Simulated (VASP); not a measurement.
# Mo2Br (Fd-3m) in VASP: further runs

Runs on Mo2Br. Level: PBE. Tasks: single point.

All numbers are computed with VASP 6.6.1; they aren't measurements. Logs are shortened: lines on timing, memory, paths and dates and some standing lists are left out, and cuts for length are marked.

### 1 The cell of the first run

The structure is cubic, space group Fd-3m (No. 227). Conventional cell: a = 7.629 Å, b = 7.629 Å, c = 7.629 Å, α = 90.00°, β = 90.00°, γ = 90.00°. Mo (site symmetry -3m) has 6 Mo at 2.70 Å and 6 Br at 3.16 Å within 3.6 Å. Within 4.2 Å of Br (site symmetry -43m) lie 12 Mo at 3.16 Å and 4 Br at 3.30 Å.

### 2 Single point, PBE

Contents of INCAR:

```
SYSTEM = Mo2Br
ALGO = Normal ; EDIFF = 1E-7
ENCUT = 520 ; GGA = PE
ISIF = 2 ; ISMEAR = 0
LASPH = .TRUE. ; LCHARG = .FALSE.
LREAL = .FALSE. ; LWAVE = .FALSE.
NBANDS = 44 ; NELM = 100
PREC = Accurate ; SIGMA = 0.1
```

Contents of KPOINTS:

```
k-points
0
G
  8 8 8
  0 0 0
```

Contents of POSCAR:

```
Mo2Br
1.0
    0.0000000000      3.8144593667      3.8144593667
    3.8144593667      0.0000000000      3.8144593667
    3.8144593667      3.8144593667      0.0000000000
Mo Br
4 2
Direct
    0.6250000000      0.1250000000      0.6250000000
    0.6250000000      0.6250000000      0.1250000000
    0.1250000000      0.6250000000      0.6250000000
    0.6250000000      0.6250000000      0.6250000000
    0.2500000000      0.2500000000      0.2500000000
    0.0000000000      0.0000000000      0.0000000000
```

Potentials or basis: VASP PAW PBE potentials, release 64 (Mo_sv, Br).

Started as:

```
cat potpaw_PBE.64/Mo_sv/POTCAR potpaw_PBE.64/Br/POTCAR > POTCAR
mpirun -np 1 vasp_std > vasp.out
```

OUTCAR:

```text
SYSTEM = Mo2Br
   EDIFF = 1E-7
   ENCUT = 520
   GGA = PE
   ISIF = 2
   ISMEAR = 0
   LASPH = .TRUE.
   LREAL = .FALSE.
   NELM = 100
   PREC = Accurate

 ion  position               nearest neighbor table
   1  0.625  0.125  0.625-   4 2.70   2 2.70   2 2.70   3 2.70   4 2.70   3 2.70
   2  0.625  0.625  0.125-   4 2.70   1 2.70   3 2.70   4 2.70   1 2.70   3 2.70
   3  0.125  0.625  0.625-   4 2.70   2 2.70   1 2.70   1 2.70   2 2.70   4 2.70
   4  0.625  0.625  0.625-   1 2.70   2 2.70   3 2.70   2 2.70   1 2.70   3 2.70
   5  0.250  0.250  0.250-
   6  0.000  0.000  0.000-

  LATTYP: Found a face centered cubic cell.
 ALAT       =     7.6289187334

  Lattice vectors:

 A1 = (   0.0000000000,   3.8144593667,   3.8144593667)
 A2 = (   3.8144593667,   0.0000000000,   3.8144593667)
 A3 = (   3.8144593667,   3.8144593667,   0.0000000000)

Analysis of symmetry for initial positions (statically):
=====================================================================
 Subroutine PRICEL returns:
 Original cell was already a primitive cell.

 Routine SETGRP: Setting up the symmetry group for a
 face centered cubic supercell.

 Subroutine GETGRP returns: Found 48 space group operations
 (whereof 24 operations were pure point group operations)
 out of a pool of 48 trial point group operations.

The static configuration has the point symmetry T_d .
 The point group associated with its full space group is O_h .

Analysis of symmetry for dynamics (positions and initial velocities):
=====================================================================
 Subroutine PRICEL returns:
 Original cell was already a primitive cell.

 Routine SETGRP: Setting up the symmetry group for a
 face centered cubic supercell.

 Subroutine GETGRP returns: Found 48 space group operations
 (whereof 24 operations were pure point group operations)
 out of a pool of 48 trial point group operations.

The dynamic configuration has the point symmetry T_d .
 The point group associated with its full space group is O_h .

 Subroutine INISYM returns: Found 48 space group operations
 (whereof 24 operations are pure point group operations),
 and found     1 'primitive' translations

----------------------------------------------------------------------------------------

                                     Primitive cell

[... 98 lines left out ...]
   EDIFF  = 0.1E-06   stopping-criterion for ELM
   LREAL  =      F    real-space projection
   EDIFFG = 0.1E-05   stopping-criterion for IOM
   NSW    =      0    number of steps for IOM
   IBRION =     -1    ionic relax: 0-MD 1-quasi-New 2-CG
   NFREE  =      0    steps in history (QN), initial steepest desc. (CG)
   ISIF   =      2    stress and relaxation
   ISYM   =      2    0-nonsym 1-usesym 2-fastsym
   POTIM  = 0.5000    time-step for ionic-motion
   TEBEG  =    0.0;   TEEND  =   0.0 temperature during run
   PSTRESS=    0.0 pullay stress
   NELECT =      70.0000    total number of electrons
   NUPDOWN=      -1.0000    fix difference up-down
   EMIN   =  10.00;   EMAX   =-10.00  energy-range for DOS
   EFERMI =   0.00;   METHOD = LEGACY
   ISMEAR =     0;   SIGMA  =   0.10  broadening in eV -4-tet -1-fermi 0-gaus
   EFERMI_NEDOS =   21; number of points for ismear=-14 and -15
   IALGO  =     38    algorithm
   IMIX   =      4    mixing-type and parameters
     AMIX     =   0.40;   BMIX     =  1.00
     AMIX_MAG =   1.60;   BMIX_MAG =  1.00
  volume/ion in A,a.u.               =      18.50       124.85
  Fermi-wavevector in a.u.,A,eV,Ry     =   1.403884  2.652956 26.815586  1.970890
  Thomas-Fermi vector in A             =   2.526501
   LORBIT       =      0    0 simple, 1 ext, 2 COOP (PROOUT), +10 PAW based schemes
   GGA     = PE    functional components
   LHFCALC =     F    Hartree Fock is set to
   AEXX    =    0.0000 exact exchange contribution
   IVDW    =     0    specifies the selected vdW correction
   LEPSILON=     F    determine dielectric tensor
   LRPA    =     F    only Hartree local field effects (RPA)
 non-spin polarized calculation
 Gauss-broadening in eV      SIGMA  =   0.10
  energy-cutoff  :      520.00
  volume of cell :      111.00
 maximum number of plane-waves:      3004
   NGX = 21   NGY = 21   NGZ = 21

 number of electron      69.9999986 magnetization

 Free energy of the ion-electron system (eV)
  ---------------------------------------------------
  ext. energy  EPLUGINS =         0.00000000
  ---------------------------------------------------
  free energy    TOTEN  =       -39.58237611 eV

  energy without entropy =      -39.53327106  energy(sigma->0) =      -39.55782359

 E-fermi :   9.5703     XC(G=0): -11.8737

 val. band max:        9.5655648320   @ k =  -0.3750   0.2500   0.0000
 cond. band min:       9.5771801278   @ k =  -0.3750   0.2500   0.0000
 fundamental gap:      0.0116152957
 Fermi energy:         9.5702903897

 k-point     1 :       0.0000    0.0000    0.0000
  band No.  band energies     occupation
      1     -51.5476      2.00000
      2     -51.2886      2.00000
      3     -51.2886      2.00000
      4     -51.2886      2.00000
      5     -26.5627      2.00000
      6     -25.9302      2.00000
[... 1117 lines left out ...]
     43      11.1712      0.00000
     44      11.4476      0.00000

 [... further k-points ...]

------------------------ aborting loop because EDIFF is reached ----------------------------------------

  FORCE on cell =-STRESS in cart. coord.  units (eV):
  Direction    XX          YY          ZZ          XY          YZ          ZX
  --------------------------------------------------------------------------------------
  -------------------------------------------------------------------------------------
  Total        0.1481140      0.1481140      0.1481140      0.0000000     -0.0000000      0.0000000
  in kB        2.1378528      2.1378528      2.1378528      0.0000000     -0.0000000      0.0000000
  external PRESSURE =       2.1378528 kB  Pullay stress =       0.0000000 kB

 VOLUME and BASIS-vectors are now :
 -----------------------------------------------------------------------------
  energy-cutoff  :      520.00
  volume of cell :      111.00
      direct lattice vectors                 reciprocal lattice vectors
     0.000000000  3.814459367  3.814459367    -0.131080175  0.131080175  0.131080175
     3.814459367  0.000000000  3.814459367     0.131080175 -0.131080175  0.131080175
     3.814459367  3.814459367  0.000000000     0.131080175  0.131080175 -0.131080175

 POSITION                                       TOTAL-FORCE (eV/Angst)
 -----------------------------------------------------------------------------------
      2.86084      4.76807      2.86084        -0.000000      0.000000     -0.000000
      2.86084      2.86084      4.76807        -0.000000      0.000000     -0.000000
      4.76807      2.86084      2.86084        -0.000000      0.000000     -0.000000
      4.76807      4.76807      4.76807        -0.000000      0.000000     -0.000000
      1.90723      1.90723      1.90723         0.000000      0.000000      0.000000
      0.00000      0.00000      0.00000        -0.000000     -0.000000     -0.000000
 -----------------------------------------------------------------------------------
    total drift:                                0.000000      0.000000      0.000000

  FREE ENERGIE OF THE ION-ELECTRON SYSTEM (eV)
  ---------------------------------------------------
  free  energy   TOTEN  =       -39.5823761099 eV

  energy  without entropy=      -39.5332710630  energy(sigma->0) =      -39.55782359
```

Run time: 96 s. Hardware: 1 thread of Intel Xeon Platinum 8488C (Sapphire Rapids), shared host; peak memory 0.29 GiB.

Results:

```yaml
Free_energy: -39.5824 eV
Pressure: 0.2 GPa
Band_gap_on_the_k_mesh: zero (band 35 reaches 10.87 eV, above the bottom of band 36 at 8.87 eV)
```

### 3 Single point, PBE, collinear spin, ferromagnetic start

Contents of INCAR:

```
SYSTEM = Mo2Br
ALGO = Normal ; EDIFF = 1E-7
ENCUT = 520 ; GGA = PE
ISIF = 2 ; ISMEAR = 0
ISPIN = 2 ; LASPH = .True.
LCHARG = .False. ; LMAXMIX = 4
LORBIT = 11 ; LREAL = .False.
LWAVE = .False. ; MAGMOM = 1 1 1 1 0 0
NBANDS = 48 ; NELM = 150
PREC = Accurate ; SIGMA = 0.1
```

Contents of KPOINTS:

```
k-points
0
Gamma
  4 4 4
  0 0 0
```

Contents of POSCAR:

```
Mo2Br
1.0
    0.0000000000      3.8128140535      3.8128140535
    3.8128140535      0.0000000000      3.8128140535
    3.8128140535      3.8128140535      0.0000000000
Mo Br
4 2
Direct
    0.1250000000      0.6250000000      0.1250000000
    0.1250000000      0.1250000000      0.6250000000
    0.6250000000      0.1250000000      0.1250000000
    0.1250000000      0.1250000000      0.1250000000
    0.7500000000      0.7500000000      0.7500000000
    0.5000000000      0.5000000000      0.5000000000
```

Potentials or basis: VASP PAW PBE potentials, release 64 (Mo_sv, Br).

Started as:

```
cat potpaw_PBE.64/Mo_sv/POTCAR potpaw_PBE.64/Br/POTCAR > POTCAR
mpirun -np 1 vasp_std > vasp.out
```

Run time: 75 s. Hardware: 1 thread of Intel Xeon Platinum 8488C (Sapphire Rapids), shared host; peak memory 0.31 GiB.

The run converged. Its results:

- Free energy: -39.6416 eV
- Pressure: -0.1 GPa
- Band gap on the k mesh: zero (filled and empty bands overlap)
- Net moment: 0.00 μB per cell
- Valence electrons inside the program's atomic spheres: Mo 12.49; Br 4.74

Levels at points of the mesh, in eV from the Fermi level:
Spin up:
| k point | band 31 | band 32 | band 33 | band 34 | band 35 | band 36 | band 37 | band 38 |
| --- | --- | --- | --- | --- | --- | --- | --- | --- |
| (0.00, 0.00, 0.00) | -2.04 | 0.28 | 0.28 | 0.28 | 1.38 | 1.38 | 1.38 | 1.53 |
| (0.50, 0.00, 0.00) | -1.14 | -0.97 | -0.94 | -0.94 | 0.18 | 0.21 | 0.21 | 0.53 |
| (0.50, 0.50, 0.00) | -0.96 | -0.96 | -0.76 | -0.76 | -0.63 | -0.63 | 0.21 | 0.21 |
Spin down:
| k point | band 32 | band 33 | band 34 | band 35 | band 36 | band 37 |
| --- | --- | --- | --- | --- | --- | --- |
| (0.00, 0.00, 0.00) | 0.28 | 0.28 | 0.28 | 1.38 | 1.38 | 1.38 |
| (0.50, 0.00, 0.00) | -0.97 | -0.94 | -0.94 | 0.18 | 0.21 | 0.21 |
| (0.50, 0.50, 0.00) | -0.96 | -0.76 | -0.76 | -0.63 | -0.63 | 0.21 |
